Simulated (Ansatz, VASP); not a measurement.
## One calculation of InO2, two programs

```
In O
1.0
     4.01783    0.00000    0.00000
     0.00000    4.01783    0.00000
     0.00000    0.00000    5.85591
In O
2 4
Cartesian
  2.0089 2.0089 0.0000
  0.0000 0.0000 2.9280
  3.0134 1.0045 1.4640
  1.0045 3.0134 1.4640
  1.0045 1.0045 4.3919
  3.0134 3.0134 4.3919
```

Alike in both runs: task relaxation of cell and atoms; functional PBE; k mesh 10 × 10 × 6; occupations gaussian, width 0.1 eV; no spin polarisation.

|  | VASP | Ansatz |
| --- | --- | --- |
| version | VASP 6.6.1 | Ansatz 0.2.0 |
| potentials or method | VASP PAW PBE potentials, release 64 (In_d, O), cutoff 600 eV | scalar-relativistic, plane waves, PAW |
| valence electrons in the cell | 50 | 50 |

```tsv
	VASP	Ansatz	Ansatz less VASP
gap on the k mesh at the Fermi level, each at its own relaxed structure (eV)	none	none	-
relaxed volume (Å³/atom)	15.78	15.77	-0.012
relaxed length of the cell vector where the two differ most in proportion (Å)	5.861	5.847	-0.0147
```

A gap of «none» marks a metal or a gap that the smearing closes.
